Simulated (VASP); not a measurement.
# Sc (P6_3/mmc) in VASP: a series of runs

Sc is run at these levels: PBEsol; tasks: single point.

All numbers are computed with VASP 6.6.1; they aren't measurements. Logs are shortened: lines on timing, memory, paths and dates and some standing lists are left out, and cuts for length are marked.

## 1. The cell of the first run

Symmetry: P6_3/mmc, No. 194, hexagonal system. The conventional cell has a = 3.195 Å, b = 3.195 Å, c = 5.489 Å, α = 90.00°, β = 90.00°, γ = 120.00°. Within 4.2 Å of Sc (site symmetry -6m2) lie 12 Sc at 3.19 to 3.31 Å.

## 2. Single point, PBEsol

INCAR

```
SYSTEM = Sc
ALGO = Fast ; EDIFF = 1E-6
ENCUT = 520 ; GGA = PS
ISIF = 2 ; ISMEAR = 0
LASPH = .True. ; LCHARG = .False.
LREAL = .False. ; LWAVE = .False.
NBANDS = 18 ; NELM = 100
PREC = Accurate ; SIGMA = 0.15
```

KPOINTS

```
k-points
0
Gamma
  15 15 10
  0 0 0
```

POSCAR

```
Sc
1.0
    3.1950000000      0.0000000000      0.0000000000
   -1.5975000000      2.7669511651      0.0000000000
    0.0000000000      0.0000000000      5.4890000000
Sc
2
Direct
    0.3333333333      0.6666666667      0.2500000000
    0.6666666667      0.3333333333      0.7500000000
```

Potentials or basis: VASP PAW PBE potentials, release 64 (Sc_sv).

Command:

```
cat potpaw_PBE.64/Sc_sv/POTCAR > POTCAR
mpirun -np 1 vasp_std > vasp.out
```

OUTCAR:

```text
SYSTEM = Sc
   EDIFF = 1E-6
   ENCUT = 520
   GGA = PS
   ISIF = 2
   ISMEAR = 0
   LASPH = .True.
   LREAL = .False.
   NELM = 100
   PREC = Accurate

 ion  position               nearest neighbor table
   1  0.333  0.667  0.250-   2 3.31   2 3.31   2 3.31   2 3.31   2 3.31   2 3.31
   2  0.667  0.333  0.750-   1 3.31   1 3.31   1 3.31   1 3.31   1 3.31   1 3.31

  LATTYP: Found a hexagonal cell.
 ALAT       =     3.1950000000
 C/A-ratio  =     1.7179968701

  Lattice vectors:

 A1 = (   3.1950000000,   0.0000000000,   0.0000000000)
 A2 = (  -1.5975000000,   2.7669511651,   0.0000000000)
 A3 = (   0.0000000000,   0.0000000000,   5.4890000000)

Analysis of symmetry for initial positions (statically):
=====================================================================
 Subroutine PRICEL returns:
 Original cell was already a primitive cell.

 Routine SETGRP: Setting up the symmetry group for a
 hexagonal supercell.

 Subroutine GETGRP returns: Found 24 space group operations
 (whereof 12 operations were pure point group operations)
 out of a pool of 24 trial point group operations.

The static configuration has the point symmetry D_3d.
 The point group associated with its full space group is D_6h.

Analysis of symmetry for dynamics (positions and initial velocities):
=====================================================================
 Subroutine PRICEL returns:
 Original cell was already a primitive cell.

 Routine SETGRP: Setting up the symmetry group for a
 hexagonal supercell.

 Subroutine GETGRP returns: Found 24 space group operations
 (whereof 12 operations were pure point group operations)
 out of a pool of 24 trial point group operations.

The dynamic configuration has the point symmetry D_3d.
 The point group associated with its full space group is D_6h.

 Subroutine INISYM returns: Found 24 space group operations
 (whereof 12 operations are pure point group operations),
 and found     1 'primitive' translations

----------------------------------------------------------------------------------------

                                     Primitive cell

  volume of cell :      48.5250

  direct lattice vectors                    reciprocal lattice vectors
     3.195000000  0.000000000  0.000000000     0.312989045  0.180704310  0.000000000
    -1.597500000  2.766951165  0.000000000     0.000000000  0.361408619  0.000000000
     0.000000000  0.000000000  5.489000000     0.000000000  0.000000000  0.182182547

  length of vectors
     3.195000000  3.195000000  5.489000000     0.361408619  0.361408619  0.182182547

  position of ions in fractional coordinates (direct lattice)
     0.333333333  0.666666667  0.250000000
     0.666666667  0.333333333  0.750000000

  ion indices of the primitive-cell ions
   primitive index   ion index
                 1           1
                 2           2

----------------------------------------------------------------------------------------

 KPOINTS: k-points

Automatic generation of k-mesh.
 Grid dimensions read from file:
 generate k-points for:   15   15   10

 Generating k-lattice:

  Cartesian coordinates                     Fractional coordinates (reciprocal lattice)
     0.020865936  0.012046954  0.000000000     0.066666667 -0.000000000  0.000000000
     0.000000000  0.024093908  0.000000000     0.000000000  0.066666667  0.000000000
     0.000000000  0.000000000  0.018218255     0.000000000  0.000000000  0.100000000

  Length of vectors
     0.024093908  0.024093908  0.018218255

  Shift w.r.t. Gamma in fractional coordinates (k-lattice)
     0.000000000  0.000000000  0.000000000

 Subroutine IBZKPT returns following result:
 ===========================================

 Found    162 irreducible k-points:

 Following reciprocal coordinates:
            Coordinates               Weight
  0.000000  0.000000  0.000000      1.000000
  0.066667 -0.000000  0.000000      6.000000
  0.133333 -0.000000  0.000000      6.000000
  0.200000 -0.000000  0.000000      6.000000
  0.266667 -0.000000  0.000000      6.000000
  0.333333 -0.000000  0.000000      6.000000
[... 16 lines left out ...]
  0.333333  0.200000  0.000000     12.000000
  0.400000  0.200000  0.000000      6.000000
 [... further k-points ...]
   k-points           NKPTS =    162   k-points in BZ     NKDIM =    162   number of bands    NBANDS=     18
   number of dos      NEDOS =    301   number of ions     NIONS =      2
   total plane-waves  NPLWV =  24192
   dimension x,y,z NGX =    24 NGY =   24 NGZ =   42
   dimension x,y,z NGXF=    48 NGYF=   48 NGZF=   84
   ions per type =               2
   NGX,Y,Z   is equivalent  to a cutoff of  12.49, 12.49, 12.72 a.u.
   NGXF,Y,Z  is equivalent  to a cutoff of  24.98, 24.98, 25.44 a.u.
 SYSTEM =  Sc
   PREC   = accura    normal or accurate (medium, high low for compatibility)
   ISTART =      0    job   : 0-new  1-cont  2-samecut
   ICHARG =      2    charge: 1-file 2-atom 10-const
   ISPIN  =      1    spin polarized calculation?
   LNONCOLLINEAR =      F non collinear calculations
   LSORBIT =      F    spin-orbit coupling
   LASPH  =      T    aspherical Exc in radial PAW
   ENCUT  =  520.0 eV  38.22 Ry    6.18 a.u.   5.94  5.94 10.21*2*pi/ulx,y,z
   NELM   =    100;   NELMIN=  2; NELMDL= -5     # of ELM steps
   EDIFF  = 0.1E-05   stopping-criterion for ELM
   LREAL  =      F    real-space projection
   EDIFFG = 0.1E-04   stopping-criterion for IOM
   NSW    =      0    number of steps for IOM
   IBRION =     -1    ionic relax: 0-MD 1-quasi-New 2-CG
   NFREE  =      0    steps in history (QN), initial steepest desc. (CG)
   ISIF   =      2    stress and relaxation
   ISYM   =      2    0-nonsym 1-usesym 2-fastsym
   POTIM  = 0.5000    time-step for ionic-motion
   TEBEG  =    0.0;   TEEND  =   0.0 temperature during run
   PSTRESS=    0.0 pullay stress
   NELECT =      22.0000    total number of electrons
   NUPDOWN=      -1.0000    fix difference up-down
   EMIN   =  10.00;   EMAX   =-10.00  energy-range for DOS
   EFERMI =   0.00;   METHOD = LEGACY
   ISMEAR =     0;   SIGMA  =   0.15  broadening in eV -4-tet -1-fermi 0-gaus
   EFERMI_NEDOS =   21; number of points for ismear=-14 and -15
   IALGO  =     68    algorithm
   IMIX   =      4    mixing-type and parameters
     AMIX     =   0.40;   BMIX     =  1.00
     AMIX_MAG =   1.60;   BMIX_MAG =  1.00
  volume/ion in A,a.u.               =      24.26       163.73
  Fermi-wavevector in a.u.,A,eV,Ry     =   1.257652  2.376618 21.520183  1.581689
  Thomas-Fermi vector in A             =   2.391301
   LORBIT       =      0    0 simple, 1 ext, 2 COOP (PROOUT), +10 PAW based schemes
   GGA     = PS    functional components
   LHFCALC =     F    Hartree Fock is set to
   AEXX    =    0.0000 exact exchange contribution
   IVDW    =     0    specifies the selected vdW correction
   LEPSILON=     F    determine dielectric tensor
   LRPA    =     F    only Hartree local field effects (RPA)
 non-spin polarized calculation
 RMM-DIIS sequential band-by-band and
 Gauss-broadening in eV      SIGMA  =   0.15
  energy-cutoff  :      520.00
  volume of cell :       48.53
 maximum number of plane-waves:      1329
 NGX is ok and might be reduce to    24
   NGX = 11   NGY = 11   NGZ = 21

 number of electron      21.9999994 magnetization

 Free energy of the ion-electron system (eV)
  ---------------------------------------------------
  ext. energy  EPLUGINS =         0.00000000
  ---------------------------------------------------
  free energy    TOTEN  =       -13.15785213 eV

  energy without entropy =      -13.10471909  energy(sigma->0) =      -13.13128561

 E-fermi :   3.6824     XC(G=0): -10.0548

 val. band max:        3.6742247614   @ k =   0.0000   0.0000   0.0000
 cond. band min:       3.6846748466   @ k =   0.2000   0.2000   0.1000
 fundamental gap:      0.0104500852
 Fermi energy:         3.6823531650

 k-point     1 :       0.0000    0.0000    0.0000
  band No.  band energies     occupation
      1     -45.5018      2.00000
      2     -45.4497      2.00000
      3     -24.3818      2.00000
      4     -24.0219      2.00000
      5     -24.0219      2.00000
      6     -24.0105      2.00000
[... 10 lines left out ...]
     17       6.3983      0.00000
     18       6.4043      0.00000

 k-point     2 :       0.0667   -0.0000    0.0000
  band No.  band energies     occupation
      1     -45.4990      2.00000
      2     -45.4480      2.00000
      3     -24.3758      2.00000
      4     -24.0383      2.00000
      5     -24.0266      2.00000
      6     -24.0118      2.00000
[... 10 lines left out ...]
     17       6.2917      0.00000
     18       6.3387      0.00000

 k-point     3 :       0.1333   -0.0000    0.0000
  band No.  band energies     occupation
      1     -45.4911      2.00000
      2     -45.4430      2.00000
      3     -24.3582      2.00000
      4     -24.0850      2.00000
      5     -24.0447      2.00000
      6     -24.0398      2.00000
[... 10 lines left out ...]
     17       6.0383      0.00000
     18       6.1795      0.00000

 k-point     4 :       0.2000   -0.0000    0.0000
  band No.  band energies     occupation
      1     -45.4793      2.00000
      2     -45.4360      2.00000
      3     -24.3310      2.00000
      4     -24.1538      2.00000
      5     -24.1128      2.00000
      6     -24.0588      2.00000
[... 375 lines left out ...]
      4     -24.2930      2.00000
      5     -24.2170      2.00000
      6     -24.1595      2.00000
[... 10 lines left out ...]
     17       7.3375      0.00000
     18       7.4727      0.00000

 k-point    23 :       0.3333    0.2000    0.0000
  band No.  band energies     occupation
      1     -45.4278      2.00000
      2     -45.4139      2.00000
      3     -24.3495      2.00000
      4     -24.3042      2.00000
      5     -24.1895      2.00000
      6     -24.1872      2.00000
[... 10 lines left out ...]
     17       7.2952      0.00000
     18       7.5333      0.00000

 k-point    24 :       0.4000    0.2000    0.0000
  band No.  band energies     occupation
      1     -45.4242      2.00000
      2     -45.4138      2.00000
      3     -24.3598      2.00000
      4     -24.3069      2.00000
      5     -24.2016      2.00000
      6     -24.1730      2.00000
[... 10 lines left out ...]
     17       7.2781      0.00000
     18       7.4420      0.00000

 [... further k-points ...]

------------------------ aborting loop because EDIFF is reached ----------------------------------------

  FORCE on cell =-STRESS in cart. coord.  units (eV):
  Direction    XX          YY          ZZ          XY          YZ          ZX
  --------------------------------------------------------------------------------------
  -------------------------------------------------------------------------------------
  Total        0.3766652      0.3766652     -1.6561081      0.0000000      0.0000000      0.0000000
  in kB       12.4365657     12.4365657    -54.6806507      0.0000000      0.0000000      0.0000000
  external PRESSURE =      -9.9358398 kB  Pullay stress =       0.0000000 kB

 VOLUME and BASIS-vectors are now :
 -----------------------------------------------------------------------------
  energy-cutoff  :      520.00
  volume of cell :       48.53
      direct lattice vectors                 reciprocal lattice vectors
     3.195000000  0.000000000  0.000000000     0.312989045  0.180704310  0.000000000
    -1.597500000  2.766951165  0.000000000     0.000000000  0.361408619  0.000000000
     0.000000000  0.000000000  5.489000000     0.000000000  0.000000000  0.182182547

 POSITION                                       TOTAL-FORCE (eV/Angst)
 -----------------------------------------------------------------------------------
     -0.00000      1.84463      1.37225        -0.000000      0.000000      0.000000
      1.59750      0.92232      4.11675         0.000000     -0.000000      0.000000
 -----------------------------------------------------------------------------------
    total drift:                                0.000000     -0.000000      0.000000

  FREE ENERGIE OF THE ION-ELECTRON SYSTEM (eV)
  ---------------------------------------------------
  free  energy   TOTEN  =       -13.1578521338 eV

  energy  without entropy=      -13.1047190858  energy(sigma->0) =      -13.13128561
```

Run time: 99 s. Hardware: 1 thread of Intel Xeon Platinum 8488C (Sapphire Rapids), shared host; peak memory 0.24 GiB.

What came out:

```
Free energy            : -13.1579 eV
Pressure               : -1.0 GPa
Band gap on the k mesh : zero (band 11 reaches 4.29 eV, above the bottom of band 12 at 3.27 eV)
```

Levels at points of the mesh, in eV from the Fermi level:
```tsv
k point	band 7	band 8	band 9	band 10	band 11	band 12	band 13	band 14	band 15	band 16
(0.00, 0.00, 0.00)	-27.66	-27.66	-5.18	-1.89	-0.01	1.32	1.67	1.67	1.99	1.99
(0.00, 0.00, 0.50)	-27.68	-27.68	-3.81	-3.81	0.60	0.60	1.68	1.68	1.68	1.68
```

Caveat: the PAW data sets were made with another functional, which shifts forces and pressure a little.

(Continued in part 2 of 2.)
